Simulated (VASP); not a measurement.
Runs of VASP 6.6.1 on Ag. The structure is that of space group Pm-3m (No. 221), or close to it. The cells are those of the table. 

```csv
task,cell,cutoff (eV),gap on the mesh (eV),pressure (GPa)
single point,"a = 2.747 Å, 1 atom",520,none,(a)
relaxation of cell and atoms,"relaxed to 15 GPa from a = 2.660 Å, 1 atom",600,none,14.9
relaxation of cell and atoms,"relaxed to 30 GPa from a = 2.660 Å, 1 atom",600,none,30.1
relaxation of cell and atoms,"relaxed to 45 GPa from a = 2.660 Å, 1 atom",600,none,45.1
single point,"a = 2.546 Å, 1 atom",520,none,29.5
relaxation of cell and atoms,"relaxed from a = 2.660 Å, 1 atom",600,none,0.0
single point,"a = 2.495 Å, 1 atom",520,none,44.4
single point,"a = 2.618 Å, 1 atom",520,none,14.7
```

Alike in all rows: level PBE; potentials or basis VASP PAW PBE potentials, release 64 (Ag); no spin polarisation; k mesh 9 × 9 × 9; smearing gaussian 0.05 eV.

**Question.** Fill in the values left out.

**Answer.** (a) -0.1.

Caveats: the cell is relaxed towards a set pressure, so the enthalpy falls and the energy may rise (some runs).

A k mesh can miss the band edges, and the runs leave out spin-orbit coupling on Ag.

A gap of «none» marks levels without a gap at the run's occupations.
